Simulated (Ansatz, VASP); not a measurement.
## One calculation of BN, two programs

```
B N
1.0
     2.50399    0.00000    0.00000
    -1.25200    2.16852    0.00000
     0.00000    0.00000    6.66120
B N
2 2
Direct
  0.33333 0.66667 0.25000
  0.66667 0.33333 0.75000
  0.16040 0.58020 0.75000
  0.49374 0.24687 0.25000
```

Change from the starting cell: all N atoms moved +0.375 Å, as atom 3 towards its neighbour atom 2 (B) at 1.446 Å.

Alike in both runs: task single point; functional r2SCAN; k mesh 12 × 12 × 4; occupations gaussian, width 0.05 eV; no spin polarisation.

|  | VASP | Ansatz |
| --- | --- | --- |
| version | VASP 6.6.1 | Ansatz 0.2.0 |
| potentials or method | VASP PAW PBE potentials, release 64 (B, N), cutoff 520 eV | scalar-relativistic, plane waves, PAW |
| valence electrons in the cell | 16 | 16 |

VASP gave:

| Item | Value |
| --- | --- |
| gap on the k mesh at the Fermi level (eV) | 2.27 |
| least direct gap on the mesh (eV) | 3.60 |
| rms of the force components (eV/Å) | 14.333 |

Question: What did Ansatz give for the same quantities?

Answer: gap on the k mesh at the Fermi level (eV): 2.23; least direct gap on the mesh (eV): 3.61; rms of the force components (eV/Å): 14.052.

VASP's potentials were made for PBE, not for r2SCAN. Atom by atom the forces differ by 0.297 eV/Å (rms over components). The functional is the same, so the differences come from potentials, cutoffs and numerics.
